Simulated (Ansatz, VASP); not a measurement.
KCl: VASP beside Ansatz

The input POSCAR:

```
KCl
1.0
    0.0000000000      3.1448483221      3.1448483221
    3.3275640096      0.0000000000      3.1448483221
    3.3275640096      3.1448483221      0.0000000000
K Cl
1 1
Direct
    0.0000000000      0.0000000000      0.0000000000
    0.5000000000      0.5000000000      0.5000000000
```

File INCAR.step1:

```
SYSTEM = KCl
PREC     = Accurate       ! precision mode
ENCUT    = 520            ! plane-wave cutoff, eV
ISMEAR   = 0              ! smearing method
SIGMA    = 0.01           ! smearing width, eV
LREAL    = .False.        ! projectors in reciprocal space
LASPH    = .True.         ! aspherical terms in the spheres
NELM     = 80             ! most SCF steps
NBANDS   = 15             ! bands
GGA      = PE             ! functional
ALGO     = Normal         ! electronic algorithm
EDIFF    = 1E-4           ! SCF threshold, eV
LWAVE    = .True.         ! write WAVECAR
LCHARG   = .False.        ! write CHGCAR
```

Contents of INCAR.step2:

```
SYSTEM = KCl
PREC     = Accurate       ! precision mode
ENCUT    = 520            ! plane-wave cutoff, eV
EDIFF    = 1E-6           ! SCF threshold, eV
ISMEAR   = 0              ! smearing method
SIGMA    = 0.01           ! smearing width, eV
LREAL    = .False.        ! projectors in reciprocal space
LASPH    = .True.         ! aspherical terms in the spheres
NELM     = 80             ! most SCF steps
ALGO     = Normal         ! electronic algorithm
ISIF     = 2              ! what is computed and relaxed
LWAVE    = .False.        ! write WAVECAR
LCHARG   = .True.         ! write CHGCAR
METAGGA  = R2SCAN         ! meta-GGA
LMIXTAU  = .True.       
LELF     = .True.         ! ELF
LVHAR    = .True.       
NBANDS   = 15             ! bands
ISTART   = 1
```

KPOINTS

```
regular mesh
0
Gamma
  8 8 8
  0 0 0
```

Input for Ansatz:

```yaml
crystal:
  lattice:
    - [0.0, 3.1448483221, 3.1448483221]
    - [3.3275640096, 0.0, 3.1448483221]
    - [3.3275640096, 3.1448483221, 0.0]
  atoms:
    - { symbol: K, position: [0.0, 0.0, 0.0] }
    - { symbol: Cl, position: [0.5, 0.5, 0.5] }
kpoints:
  mp_grid: { grid: [8, 8, 8] }
  band_path:
    path:
      - [0.0, 0.0, 0.0]
      - [0.5, 0.0, 0.5]
      - [0.625, 0.25, 0.625]
      - [0.375, 0.375, 0.75]
      - [0.5, 0.5, 0.5]
      - [0.5, 0.25, 0.75]
    npoints: 1
hamiltonian:
  xc: r2scan
scf:
  occupations: { method: fixed }
  n_extra_bands: 4
output:
  forces: true
  stress: true
  eigenvalues: true
  write_density: true
  write_potential: true
  elf: true
  volumetric_format: npy
```

Change from the starting cell: uniaxial_x strain +5.8%.

Alike in both runs: task single point; functional r2SCAN; k mesh 8 × 8 × 8; no spin polarisation.

|  | VASP | Ansatz |
| --- | --- | --- |
| version | VASP 6.6.1 | Ansatz 0.2.0 |
| potentials or method | VASP PAW PBE potentials, release 64 (K_sv, Cl) | plane waves, PAW |
| plane-wave cutoff (eV) | 520 | 500 |
| occupations | gaussian, width 0.01 eV | fixed |
| valence electrons in the cell | 16 | 16 |

VASP gave:

```
gap on the k mesh at the Fermi level (eV)                     : 5.62
pressure (GPa)                                                : -0.8
traceless stress, the component that is largest in VASP (GPa) : -1.00
```

Task: Which values does Ansatz return?

Result: gap on the k mesh at the Fermi level (eV): 5.62; pressure (GPa): -0.8; traceless stress, the component that is largest in VASP (GPa): -0.99.

VASP's potentials were made for PBE, not for r2SCAN.
